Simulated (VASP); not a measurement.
# PtS2 (P-3m1) in VASP: relaxation of the atoms with PBEsol

Aim: the relaxation of the atoms of PtS2 with PBEsol.

Everything below comes from runs of VASP 6.6.1. Logs are shortened: lines on timing, memory, paths and dates and some standing lists are left out, and cuts for length are marked.

## Step 1: The cell of the first run

Symmetry: P-3m1, No. 164, trigonal system. Conventional cell: a = 3.573 Å, b = 3.573 Å, c = 4.761 Å, α = 90.00°, β = 90.00°, γ = 120.00°. Within 3.2 Å of Pt (site symmetry -3m) lie 6 S at 2.39 Å. Within 3.2 Å of S (site symmetry 3m) lie 3 Pt at 2.39 Å and 6 S at 3.13 to 3.17 Å.

## Step 2: Relaxation of the atoms, PBEsol (z stretched by +0.5 %, x and y held)

Input file INCAR:

```
  PREC = Accurate
  ENCUT = 520
  EDIFF = 1E-6
  ISMEAR = 0
  SIGMA = 0.01
  LREAL = F
  LASPH = T
  NELM = 80
  ALGO = Normal
  ISIF = 2
  LWAVE = F
  LCHARG = F
  GGA = PS
  IBRION = 2
  NSW = 50
  EDIFFG = -0.002
```

Input file KPOINTS:

```
regular mesh
0
Gamma
  10 10 6
```

Input file POSCAR:

```
PtS2
1.0
    3.5733777869      0.0000000000      0.0000000000
   -1.7866888934      3.0946359408      0.0000000000
    0.0000000000      0.0000000000      4.7607928364
Pt S
1 2
Direct
    0.0000000000      0.0000000000      0.0000000000
    0.3333333333      0.6666666667      0.2524636773
    0.6666666667      0.3333333333      0.7475363227
```

Potentials or basis: VASP PAW PBE potentials, release 64 (Pt, S).

Command:

```bash
cat potpaw_PBE.64/Pt/POTCAR potpaw_PBE.64/S/POTCAR > POTCAR
mpirun -np 1 vasp_std > vasp.out
```

OUTCAR:

```text
PREC = Accurate
   ENCUT = 520
   EDIFF = 1E-6
   ISMEAR = 0
   LREAL = F
   LASPH = T
   NELM = 80
   ISIF = 2
   GGA = PS
   IBRION = 2
   NSW = 50
   EDIFFG = -0.002

 ion  position               nearest neighbor table
   1  0.000  0.000  0.000-   2 2.39   3 2.39   2 2.39   3 2.39   3 2.39   2 2.39
   2  0.333  0.667  0.252-   1 2.39   1 2.39   1 2.39
   3  0.667  0.333  0.748-   1 2.39   1 2.39   1 2.39

  LATTYP: Found a hexagonal cell.
 ALAT       =     3.5733777869
 C/A-ratio  =     1.3322948539

  Lattice vectors:

 A1 = (   3.5733777869,   0.0000000000,   0.0000000000)
 A2 = (  -1.7866888934,   3.0946359408,   0.0000000000)
 A3 = (   0.0000000000,   0.0000000000,   4.7607928364)

Analysis of symmetry for initial positions (statically):
=====================================================================
 Subroutine PRICEL returns:
 Original cell was already a primitive cell.

 Routine SETGRP: Setting up the symmetry group for a
 hexagonal supercell.

 Subroutine GETGRP returns: Found 12 space group operations
 (whereof 12 operations were pure point group operations)
 out of a pool of 24 trial point group operations.

The static configuration has the point symmetry D_3d.

Analysis of symmetry for dynamics (positions and initial velocities):
=====================================================================
 Subroutine PRICEL returns:
 Original cell was already a primitive cell.

 Routine SETGRP: Setting up the symmetry group for a
 hexagonal supercell.

 Subroutine GETGRP returns: Found 12 space group operations
 (whereof 12 operations were pure point group operations)
 out of a pool of 24 trial point group operations.

The dynamic configuration has the point symmetry D_3d.

 Subroutine INISYM returns: Found 12 space group operations
 (whereof 12 operations are pure point group operations),
 and found     1 'primitive' translations

----------------------------------------------------------------------------------------

                                     Primitive cell

  volume of cell :      52.6463

  direct lattice vectors                    reciprocal lattice vectors
     3.573377787  0.000000000  0.000000000     0.279847265  0.161569894  0.000000000
    -1.786688893  3.094635941  0.000000000     0.000000000  0.323139787  0.000000000
     0.000000000  0.000000000  4.760792836     0.000000000  0.000000000  0.210049047

  length of vectors
     3.573377787  3.573377787  4.760792836     0.323139787  0.323139787  0.210049047

  position of ions in fractional coordinates (direct lattice)
     0.000000000  0.000000000  0.000000000
     0.333333333  0.666666667  0.252463677
     0.666666667  0.333333333  0.747536323

  ion indices of the primitive-cell ions
   primitive index   ion index
                 1           1
                 2           2
                 3           3

----------------------------------------------------------------------------------------

 KPOINTS: regular mesh

Automatic generation of k-mesh.
 Grid dimensions read from file:
 generate k-points for:   10   10    6

 Generating k-lattice:

  Cartesian coordinates                     Fractional coordinates (reciprocal lattice)
     0.027984726  0.016156989  0.000000000     0.100000000  0.000000000  0.000000000
     0.000000000  0.032313979  0.000000000     0.000000000  0.100000000  0.000000000
     0.000000000  0.000000000  0.035008175     0.000000000  0.000000000  0.166666667

  Length of vectors
     0.032313979  0.032313979  0.035008175

  Shift w.r.t. Gamma in fractional coordinates (k-lattice)
     0.000000000  0.000000000  0.000000000

 Subroutine IBZKPT returns following result:
 ===========================================

 Found     72 irreducible k-points:

 Following reciprocal coordinates:
            Coordinates               Weight
  0.000000  0.000000  0.000000      1.000000
  0.100000  0.000000  0.000000      6.000000
  0.200000  0.000000  0.000000      6.000000
  0.300000  0.000000  0.000000      6.000000
  0.400000  0.000000  0.000000      6.000000
  0.500000  0.000000  0.000000      3.000000
[... 16 lines left out ...]
  0.000000  0.400000  0.166667      6.000000
  0.500000  0.000000  0.166667      6.000000
 [... further k-points ...]
   k-points           NKPTS =     72   k-points in BZ     NKDIM =     72   number of bands    NBANDS=     15
   number of dos      NEDOS =    301   number of ions     NIONS =      3
   total plane-waves  NPLWV =  28224
   dimension x,y,z NGX =    28 NGY =   28 NGZ =   36
   dimension x,y,z NGXF=    56 NGYF=   56 NGZF=   72
   ions per type =               1   2
   NGX,Y,Z   is equivalent  to a cutoff of  13.03, 13.03, 12.57 a.u.
   NGXF,Y,Z  is equivalent  to a cutoff of  26.05, 26.05, 25.14 a.u.
 SYSTEM =  unknown system
   PREC   = accura    normal or accurate (medium, high low for compatibility)
   ISTART =      0    job   : 0-new  1-cont  2-samecut
   ICHARG =      2    charge: 1-file 2-atom 10-const
   ISPIN  =      1    spin polarized calculation?
   LNONCOLLINEAR =      F non collinear calculations
   LSORBIT =      F    spin-orbit coupling
   LASPH  =      T    aspherical Exc in radial PAW
   ENCUT  =  520.0 eV  38.22 Ry    6.18 a.u.   6.64  6.64  8.85*2*pi/ulx,y,z
   NELM   =     80;   NELMIN=  2; NELMDL= -5     # of ELM steps
   EDIFF  = 0.1E-05   stopping-criterion for ELM
   LREAL  =      F    real-space projection
   EDIFFG = -.2E-02   stopping-criterion for IOM
   NSW    =     50    number of steps for IOM
   IBRION =      2    ionic relax: 0-MD 1-quasi-New 2-CG
   NFREE  =      1    steps in history (QN), initial steepest desc. (CG)
   ISIF   =      2    stress and relaxation
   ISYM   =      2    0-nonsym 1-usesym 2-fastsym
   POTIM  = 0.5000    time-step for ionic-motion
   TEBEG  =    0.0;   TEEND  =   0.0 temperature during run
   PSTRESS=    0.0 pullay stress
   NELECT =      22.0000    total number of electrons
   NUPDOWN=      -1.0000    fix difference up-down
   EMIN   =  10.00;   EMAX   =-10.00  energy-range for DOS
   EFERMI =   0.00;   METHOD = LEGACY
   ISMEAR =     0;   SIGMA  =   0.01  broadening in eV -4-tet -1-fermi 0-gaus
   EFERMI_NEDOS =   21; number of points for ismear=-14 and -15
   IALGO  =     38    algorithm
   IMIX   =      4    mixing-type and parameters
     AMIX     =   0.40;   BMIX     =  1.00
     AMIX_MAG =   1.60;   BMIX_MAG =  1.00
  volume/ion in A,a.u.               =      17.55       118.42
  Fermi-wavevector in a.u.,A,eV,Ry     =   1.223939  2.312909 20.381893  1.498027
  Thomas-Fermi vector in A             =   2.359032
   LORBIT       =      0    0 simple, 1 ext, 2 COOP (PROOUT), +10 PAW based schemes
   GGA     = PS    functional components
   LHFCALC =     F    Hartree Fock is set to
   AEXX    =    0.0000 exact exchange contribution
   IVDW    =     0    specifies the selected vdW correction
   LEPSILON=     F    determine dielectric tensor
   LRPA    =     F    only Hartree local field effects (RPA)
 conjugate gradient relaxation of ions
 non-spin polarized calculation
 Gauss-broadening in eV      SIGMA  =   0.01
  energy-cutoff  :      520.00
  volume of cell :       52.65
 maximum number of plane-waves:      1446
 NGX is ok and might be reduce to    28
   NGX = 13   NGY = 13   NGZ = 17

--------------------------------------- Ionic step        1  -------------------------------------------

 number of electron      22.0000001 magnetization

 Free energy of the ion-electron system (eV)
  ---------------------------------------------------
  ext. energy  EPLUGINS =         0.00000000
  ---------------------------------------------------
  free energy    TOTEN  =       -16.99687794 eV

  energy without entropy =      -16.99687794  energy(sigma->0) =      -16.99687794

------------------------ aborting loop because EDIFF is reached ----------------------------------------

  FORCE on cell =-STRESS in cart. coord.  units (eV):
  Direction    XX          YY          ZZ          XY          YZ          ZX
  --------------------------------------------------------------------------------------
  -------------------------------------------------------------------------------------
  Total       -0.2831305     -0.2831305     -0.2170630     -0.0000000      0.0000000      0.0000000
  in kB       -8.6164715     -8.6164715     -6.6058496     -0.0000000      0.0000000      0.0000000
  external PRESSURE =      -7.9462642 kB  Pullay stress =       0.0000000 kB

 VOLUME and BASIS-vectors are now :
 -----------------------------------------------------------------------------
  energy-cutoff  :      520.00
  volume of cell :       52.65
      direct lattice vectors                 reciprocal lattice vectors
     3.573377787  0.000000000  0.000000000     0.279847265  0.161569894  0.000000000
    -1.786688893  3.094635941  0.000000000     0.000000000  0.323139787  0.000000000
     0.000000000  0.000000000  4.760792836     0.000000000  0.000000000  0.210049047
[... 75 lines left out ...]
 POSITION                                       TOTAL-FORCE (eV/Angst)
 -----------------------------------------------------------------------------------
      0.00000      0.00000      0.00000        -0.000000      0.000000      0.000000
     -0.00000      2.06309      1.19386        -0.000000      0.000000     -0.002691
      1.78669      1.03155      3.56694         0.000000     -0.000000      0.002691
 -----------------------------------------------------------------------------------
    total drift:                               -0.000000      0.000000      0.000000

  FREE ENERGIE OF THE ION-ELECTRON SYSTEM (eV)
  ---------------------------------------------------
  free  energy   TOTEN  =       -16.9977431874 eV

  energy  without entropy=      -16.9977431874  energy(sigma->0) =      -16.99774319

--------------------------------------- Ionic step        4  -------------------------------------------

 number of electron      22.0000001 magnetization

 Free energy of the ion-electron system (eV)
  ---------------------------------------------------
  ext. energy  EPLUGINS =         0.00000000
  ---------------------------------------------------
  free energy    TOTEN  =       -16.99774372 eV

  energy without entropy =      -16.99774372  energy(sigma->0) =      -16.99774372

 E-fermi :   7.6794     XC(G=0): -11.1114

 val. band max:        7.5649549226   @ k =   0.0000   0.0000   0.0000
 cond. band min:       7.7758015557   @ k =   0.0000   0.3000   0.3333
 fundamental gap:      0.2108466331
 Fermi energy:         7.6794106189

 k-point     1 :       0.0000    0.0000    0.0000
  band No.  band energies     occupation
      1      -8.2802      2.00000
      2      -4.9235      2.00000
      3       0.0453      2.00000
      4       0.4695      2.00000
      5       0.4695      2.00000
      6       3.3584      2.00000
      7       3.3584      2.00000
      8       5.2013      2.00000
      9       6.0681      2.00000
     10       6.0681      2.00000
     11       7.5650      2.00000
     12       9.0319      0.00000
     13       9.0319      0.00000
     14      11.3204      0.00000
     15      12.5957      0.00000
[... 397 lines left out ...]
 k-point    24 :       0.5000    0.0000    0.1667
  band No.  band energies     occupation
      1      -6.2809      2.00000
      2      -5.9745      2.00000
      3      -0.2497      2.00000
      4       1.2053      2.00000
      5       1.7209      2.00000
      6       2.9642      2.00000
      7       3.8235      2.00000
      8       3.8470      2.00000
      9       4.0314      2.00000
     10       4.1920      2.00000
     11       5.0061      2.00000
     12       8.8307      0.00000
     13       9.5788      0.00000
     14      12.3538      0.00000
     15      13.2550      0.00000

 [... further k-points ...]

------------------------ aborting loop because EDIFF is reached ----------------------------------------

  FORCE on cell =-STRESS in cart. coord.  units (eV):
  Direction    XX          YY          ZZ          XY          YZ          ZX
  --------------------------------------------------------------------------------------
  -------------------------------------------------------------------------------------
  Total       -0.0983235     -0.0983235      0.0186432     -0.0000000      0.0000000      0.0000000
  in kB       -2.9922652     -2.9922652      0.5673667     -0.0000000      0.0000000      0.0000000
  external PRESSURE =      -1.8057213 kB  Pullay stress =       0.0000000 kB

 VOLUME and BASIS-vectors are now :
 -----------------------------------------------------------------------------
  energy-cutoff  :      520.00
  volume of cell :       52.65
      direct lattice vectors                 reciprocal lattice vectors
     3.573377787  0.000000000  0.000000000     0.279847265  0.161569894  0.000000000
    -1.786688893  3.094635941  0.000000000     0.000000000  0.323139787  0.000000000
     0.000000000  0.000000000  4.760792836     0.000000000  0.000000000  0.210049047

 POSITION                                       TOTAL-FORCE (eV/Angst)
 -----------------------------------------------------------------------------------
      0.00000      0.00000      0.00000        -0.000000     -0.000000     -0.000000
     -0.00000      2.06309      1.19364         0.000000     -0.000000      0.000435
      1.78669      1.03155      3.56715        -0.000000      0.000000     -0.000435
 -----------------------------------------------------------------------------------
    total drift:                               -0.000000     -0.000000     -0.000000

  FREE ENERGIE OF THE ION-ELECTRON SYSTEM (eV)
  ---------------------------------------------------
  free  energy   TOTEN  =       -16.9977437210 eV

  energy  without entropy=      -16.9977437210  energy(sigma->0) =      -16.99774372

 reached required accuracy - stopping structural energy minimisation
```

Run time: 2.2 min. Hardware: 1 thread of Intel Xeon 8259CL, shared host; peak memory 0.21 GiB.

Results:

| Quantity | Value |
| --- | --- |
| Free energy | -16.9977 eV |
| Energy gained by relaxing | 0.3 meV/atom |
| Ionic steps | 4 |
| Pressure after relaxing | -0.2 GPa |
| Band gap on the k mesh | 0.21 eV (least direct gap 0.90 eV) |

Stress tensor (GPa, compression positive):
```
-0.30  0.00  0.00
 0.00 -0.30  0.00
 0.00  0.00  0.06
```

Step by step:
| step | energy change (eV) | largest force (eV/Å) | pressure (GPa) |
| --- | --- | --- | --- |
| 1 | 0.0000 | 0.1037 | -0.79 |
| 2 | -0.0007 | 0.0412 | -0.39 |
| 3 | -0.0009 | 0.0027 | -0.18 |
| 4 | -0.0009 | 0.0004 | -0.18 |

Final structure:
```cif
data_structure
_symmetry_space_group_name_H-M 'P 1'
_symmetry_Int_Tables_number 1
_cell_length_a 3.5734
_cell_length_b 3.5734
_cell_length_c 4.7608
_cell_angle_alpha 90.000
_cell_angle_beta 90.000
_cell_angle_gamma 120.000
_cell_volume 52.65
loop_
_atom_site_label
_atom_site_type_symbol
_atom_site_fract_x
_atom_site_fract_y
_atom_site_fract_z
_atom_site_occupancy
Pt1 Pt 0.00000 0.00000 0.00000 1
S1 S 0.33333 0.66667 0.25072 1
S2 S 0.66667 0.33333 0.74928 1
```

Caveat: the cell differs from its parent crystal (z stretched by +0.5 %, x and y held); the PAW data sets were made with another functional, which shifts forces and pressure a little; spin-orbit coupling is left out, which moves the levels of the heavy elements.
